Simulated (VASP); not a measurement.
Li, 6 atoms in the cell. The typed cell holds 6 atoms: a = 3.061 Å, b = 3.061 Å, c = 14.993 Å, α = 90.00°, β = 90.00°, γ = 59.99°. This isn't the form of Li at room conditions, which is bcc.

```yaml
Program: VASP 6.6.1
Task: single point
Functional: PBE
Potentials_or_basis: VASP PAW PBE potentials, release 64 (Li_sv)
Cutoff: 520 eV
k_mesh: 14 × 14 × 4
Occupations: fermi-dirac, width 0.15 eV
Spin: no spin polarisation
Dipole_correction: no
Further_INCAR_settings: ALGO = Fast; EDIFF = 1e-07; NBANDS = 18
```

Potentials or basis: VASP PAW PBE potentials, release 64 (Li_sv).

Launch:

```bash
$ cat potpaw_PBE.64/Li_sv/POTCAR > POTCAR
$ mpirun -np 1 vasp_std > vasp.out
```

Hardware: 1 thread of Intel Xeon 8259CL, with other jobs on the host.

Problem. How long does it take, and how much memory?

Solution. Wall time 25 min on 1 thread of Intel Xeon 8259CL, with other jobs on the host, peak memory 0.66 GiB. Counts: scf iterations 18, k points 396.
